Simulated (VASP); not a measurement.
Input of a VASP 6.6.1 run:

INCAR

```
ALGO = Normal
DIPOL = 0.5 0.5 0.322
EDIFF = 1E-6
ENCUT = 520
GGA = PE
IDIPOL = 3
ISIF = 2
ISMEAR = 0
IVDW = 12
LASPH = T
LCHARG = F
LDIPOL = T
LREAL = F
LWAVE = F
NBANDS = 53
NELM = 80
PREC = Accurate
SIGMA = 0.1
```

File KPOINTS:

```
k-points
0
Gamma
  6 6 1
```

Contents of POSCAR:

```
SiW6
1.0
    4.4682526324      0.0000000000      0.0000000000
   -2.2341263162      3.8696202902      0.0000000000
    0.0000000000      0.0000000000     21.7259061349
W Si
6 1
Direct
    0.6666666667      0.3333333333      0.1841119986
    0.3333333333      0.6666666667      0.2260931360
    0.0000000000      0.0000000000      0.2680742733
    0.6666666667      0.3333333333      0.3070897866
    0.3333333333      0.6666666667      0.3466976876
    0.0000000000      0.0000000000      0.3832248047
    0.6666666667      0.3333333333      0.5397200035
```

Potentials or basis: VASP PAW PBE potentials, release 64 (W_sv, Si).

Launch:

```sh
$ cat potpaw_PBE.64/W_sv/POTCAR potpaw_PBE.64/Si/POTCAR > POTCAR
$ mpirun -np 1 vasp_std > vasp.out
```

(1) Estimate the band gap on the k mesh.

(2) What does it give for the largest force?

(3) Estimate the dispersion energy per atom.

Answers

(1) zero (band 44 reaches 0.35 eV, above the bottom of band 45 at 0.34 eV).

(2) 4.191 eV/Å.

(3) -0.410 eV.

Caveat: spin-orbit coupling is left out, which moves the levels of the heavy elements.
